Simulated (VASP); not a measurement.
**W: single point with r2SCAN**

Crystal: W.

```
CELL_PARAMETERS angstrom
-1.59753 1.59753 1.59753
1.59753 -1.59753 1.59753
1.59753 1.59753 -1.59753
ATOMIC_POSITIONS crystal
W 0.00000 0.00000 0.00000
```

```
Program             : VASP 6.6.1
Task                : single point
Functional          : r2SCAN
Potentials or basis : VASP PAW PBE potentials, release 64 (W_sv)
Cutoff              : 520 eV
k mesh              : 15 × 15 × 15
Occupations         : fermi-dirac, width 0.1 eV
Spin                : no spin polarisation
```

```
Pressure               : -6.4 GPa
Band gap on the k mesh : zero (band 7 reaches 15.50 eV, above the bottom of band 8 at 9.65 eV)
```

Levels at points of the mesh, in eV from the Fermi level:
```csv
k point,band 3,band 4,band 5,band 6,band 7,band 8,band 9,band 10,band 11,band 12
"(0.00, 0.00, 0.00)",-39.02,-39.02,-9.93,-1.19,-1.19,-1.19,2.54,2.54,15.24,15.24
```

Wall time 31 s on 1 thread of Intel(R) Xeon(R) 6975P-C (Granite Rapids) (shared host), peak memory 0.16 GiB.

Caveat: the PAW data sets were made with another functional, which shifts forces and pressure a little; spin-orbit coupling is left out, which moves the levels of the heavy elements.
